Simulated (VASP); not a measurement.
# Hf5F (P6/mmm) in VASP: a series of runs, part 3 of 3

VASP 6.6.1. The steps go on from the part before.

## Step 5: Single point, PBE

This run uses another cell than the first one, of 21.15 Å³/atom.

The input, INCAR:

```
SYSTEM = Hf5F
PREC = Accurate ; ENCUT = 520
EDIFF = 1E-7 ; ISMEAR = 0
SIGMA = 0.1 ; LREAL = .FALSE.
LASPH = .TRUE. ; NELM = 80
ALGO = Normal ; ISIF = 2
LWAVE = .FALSE. ; LCHARG = .FALSE.
GGA = PE ; NBANDS = 38
```

The input, KPOINTS:

```
regular mesh
0
G
  12 12 8
  0 0 0
```

The input, POSCAR:

```
Hf5F
1.0
    5.0968643498      0.0000000000      0.0000000000
   -2.5484321749      4.4140140066      0.0000000000
    0.0000000000      0.0000000000      5.6412994429
Hf F
5 1
Direct
    0.3333333333      0.6666666667      0.7575234744
    0.3333333333      0.6666666667      0.2424765256
    0.6666666667      0.3333333333      0.2424765256
    0.6666666667      0.3333333333      0.7575234744
    0.0000000000      0.0000000000      0.0000000000
    0.0000000000      0.0000000000      0.5000000000
```

Potentials or basis: VASP PAW PBE potentials, release 64 (Hf_pv, F).

Started as:

```bash
cat potpaw_PBE.64/Hf_pv/POTCAR potpaw_PBE.64/F/POTCAR > POTCAR
mpirun -np 1 vasp_std > vasp.out
```

OUTCAR:

```text
SYSTEM = Hf5F
   PREC = Accurate
   ENCUT = 520
   EDIFF = 1E-7
   ISMEAR = 0
   LREAL = .FALSE.
   LASPH = .TRUE.
   NELM = 80
   ISIF = 2
   GGA = PE

 ion  position               nearest neighbor table
   1  0.333  0.667  0.758-   2 2.74   2 2.91   4 2.94   4 2.94   4 2.94   5 3.25   5 3.25   5 3.25

   2  0.333  0.667  0.242-   1 2.74   1 2.91   3 2.94   3 2.94   3 2.94   5 3.25   5 3.25   5 3.25

   3  0.667  0.333  0.242-   4 2.74   4 2.91   2 2.94   2 2.94   2 2.94   5 3.25   5 3.25   5 3.25

   4  0.667  0.333  0.758-   3 2.74   3 2.91   1 2.94   1 2.94   1 2.94   5 3.25   5 3.25   5 3.25

   5  0.000  0.000  0.000-   6 2.82   6 2.82   3 3.25   4 3.25   1 3.25   2 3.25   3 3.25   4 3.25
                             1 3.25   2 3.25   3 3.25   4 3.25   1 3.25   2 3.25
   6  0.000  0.000  0.500-   5 2.82   5 2.82

  LATTYP: Found a hexagonal cell.
 ALAT       =     5.0968643498
 C/A-ratio  =     1.1068176541

  Lattice vectors:

 A1 = (   5.0968643498,   0.0000000000,   0.0000000000)
 A2 = (  -2.5484321749,   4.4140140066,   0.0000000000)
 A3 = (   0.0000000000,   0.0000000000,   5.6412994429)

Analysis of symmetry for initial positions (statically):
=====================================================================
 Subroutine PRICEL returns:
 Original cell was already a primitive cell.

 Routine SETGRP: Setting up the symmetry group for a
 hexagonal supercell.

 Subroutine GETGRP returns: Found 24 space group operations
 (whereof 24 operations were pure point group operations)
 out of a pool of 24 trial point group operations.

The static configuration has the point symmetry D_6h.

Analysis of symmetry for dynamics (positions and initial velocities):
=====================================================================
 Subroutine PRICEL returns:
 Original cell was already a primitive cell.

[... 136 lines left out ...]
  volume/ion in A,a.u.               =      21.15       142.75
  Fermi-wavevector in a.u.,A,eV,Ry     =   1.253702  2.369154 21.385227  1.571770
  Thomas-Fermi vector in A             =   2.387543
   LORBIT       =      0    0 simple, 1 ext, 2 COOP (PROOUT), +10 PAW based schemes
   GGA     = PE    functional components
   LHFCALC =     F    Hartree Fock is set to
   AEXX    =    0.0000 exact exchange contribution
   IVDW    =     0    specifies the selected vdW correction
   LEPSILON=     F    determine dielectric tensor
   LRPA    =     F    only Hartree local field effects (RPA)
 non-spin polarized calculation
 Gauss-broadening in eV      SIGMA  =   0.10
  energy-cutoff  :      520.00
  volume of cell :      126.92
 maximum number of plane-waves:      3465
 NGX is ok and might be reduce to    40
   NGX = 19   NGY = 19   NGZ = 21

 number of electron      56.9999987 magnetization

 Free energy of the ion-electron system (eV)
  ---------------------------------------------------
  ext. energy  EPLUGINS =         0.00000000
  ---------------------------------------------------
  free energy    TOTEN  =       -49.85614012 eV

  energy without entropy =      -49.81767399  energy(sigma->0) =      -49.83690706

 E-fermi :   4.0437     XC(G=0): -10.9168

 val. band max:        4.0393282805   @ k =   0.3333   0.2500   0.5000
 cond. band min:       4.0522243376   @ k =   0.5000   0.0000   0.2500
 fundamental gap:      0.0128960571
 Fermi energy:         4.0437170655

 k-point     1 :       0.0000    0.0000    0.0000
  band No.  band energies     occupation
      1     -26.9165      2.00000
      2     -26.7651      2.00000
      3     -26.7428      2.00000
      4     -26.6017      2.00000
      5     -26.6017      2.00000
      6     -26.5560      2.00000
[... 973 lines left out ...]
     37       6.7756      0.00000
     38       7.1842      0.00000

 [... further k-points ...]

------------------------ aborting loop because EDIFF is reached ----------------------------------------

  FORCE on cell =-STRESS in cart. coord.  units (eV):
  Direction    XX          YY          ZZ          XY          YZ          ZX
  --------------------------------------------------------------------------------------
  -------------------------------------------------------------------------------------
  Total       -0.3120946     -0.3120946     -0.4125906      0.0000000     -0.0000000      0.0000000
  in kB       -3.9398615     -3.9398615     -5.2085152      0.0000000     -0.0000000      0.0000000
  external PRESSURE =      -4.3627461 kB  Pullay stress =       0.0000000 kB

 VOLUME and BASIS-vectors are now :
 -----------------------------------------------------------------------------
  energy-cutoff  :      520.00
  volume of cell :      126.92
      direct lattice vectors                 reciprocal lattice vectors
     5.096864350  0.000000000  0.000000000     0.196199061  0.113275581  0.000000000
    -2.548432175  4.414014007  0.000000000     0.000000000  0.226551161  0.000000000
     0.000000000  0.000000000  5.641299443     0.000000000  0.000000000  0.177264123

 POSITION                                       TOTAL-FORCE (eV/Angst)
 -----------------------------------------------------------------------------------
     -0.00000      2.94268      4.27342         0.000000      0.000000      0.037658
     -0.00000      2.94268      1.36788         0.000000      0.000000     -0.037658
      2.54843      1.47134      1.36788        -0.000000     -0.000000     -0.037658
      2.54843      1.47134      4.27342        -0.000000     -0.000000      0.037658
      0.00000      0.00000      0.00000         0.000000      0.000000     -0.000000
      0.00000      0.00000      2.82065         0.000000      0.000000     -0.000000
 -----------------------------------------------------------------------------------
    total drift:                                0.000000     -0.000000     -0.000000

  FREE ENERGIE OF THE ION-ELECTRON SYSTEM (eV)
  ---------------------------------------------------
  free  energy   TOTEN  =       -49.8561401247 eV

  energy  without entropy=      -49.8176739916  energy(sigma->0) =      -49.83690706
```

It took 5 min on 1 thread of Intel Xeon 6975P-C (Granite Rapids), shared host; peak memory 0.49 GiB.

What came out:

```yaml
Free_energy: -49.8561 eV
Pressure: -0.4 GPa
Largest_force: 0.038 eV/Å
Band_gap_on_the_k_mesh: zero (an odd number of electrons rules out a gap without spin polarisation)
```

Forces on the atoms (eV/Å):
```
Hf   0.000  0.000  0.038
Hf   0.000  0.000 -0.038
Hf   0.000  0.000 -0.038
Hf   0.000  0.000  0.038
Hf   0.000  0.000  0.000
F    0.000  0.000  0.000
```

Levels at points of the mesh, in eV from the Fermi level:
| k point | band 27 | band 28 | band 29 | band 30 | band 31 | band 32 |
| --- | --- | --- | --- | --- | --- | --- |
| (0.00, 0.00, 0.00) | -0.38 | -0.05 | -0.05 | 0.08 | 0.17 | 0.17 |
| (0.50, 0.00, 0.00) | -0.34 | -0.30 | -0.06 | 0.05 | 0.14 | 0.16 |
| (0.00, 0.00, 0.50) | -0.12 | -0.11 | -0.11 | 0.33 | 0.39 | 1.88 |
| (0.50, 0.00, 0.50) | -0.36 | 0.07 | 0.16 | 0.41 | 0.74 | 0.90 |

Caveat: spin-orbit coupling is left out, which moves the levels of the heavy elements; an odd number of electrons without spin polarisation forces a metal; a magnetic or distorted state may lie lower.

## Step 6: Overview

```csv
task,cell,k mesh,cutoff (eV),gap on the mesh (eV),pressure (GPa),largest force (eV/Å)
single point,"a = 4.535, b = 4.535, c = 6.834 Å, angles 90.0, 90.0, 120.0°, 6 atoms, atomic positions A",6 × 6 × 4,520,none,11.7,3.44
single point,"a = 5.091, b = 5.091, c = 5.640 Å, angles 90.0, 90.0, 120.0°, 6 atoms, atomic positions B",6 × 6 × 4,520,none,-0.2,-
relaxation of cell and atoms,"relaxed from a = 4.535, b = 4.535, c = 6.834 Å, angles 90.0, 90.0, 120.0°, 6 atoms, atomic positions A",6 × 6 × 4,600,none,0.0,-
single point,"a = 5.097, b = 5.097, c = 5.641 Å, angles 90.0, 90.0, 120.0°, 6 atoms, atomic positions B",12 × 12 × 8,520,none,-0.4,0.04
```

Alike in all rows: level PBE; potentials or basis VASP PAW PBE potentials, release 64 (Hf_pv, F); no spin polarisation; smearing gaussian 0.1 eV.

Caveats: spin-orbit coupling is left out, which moves the levels of the heavy elements; an odd number of electrons without spin polarisation forces a metal; a magnetic or distorted state may lie lower; the cell stands under pressure (at least some runs); a cell axis changed by over 15 % at a fixed basis, so the end point is rough (at least some runs).

Total energies depend on the potentials used, so only differences within one code and one set of settings carry meaning.
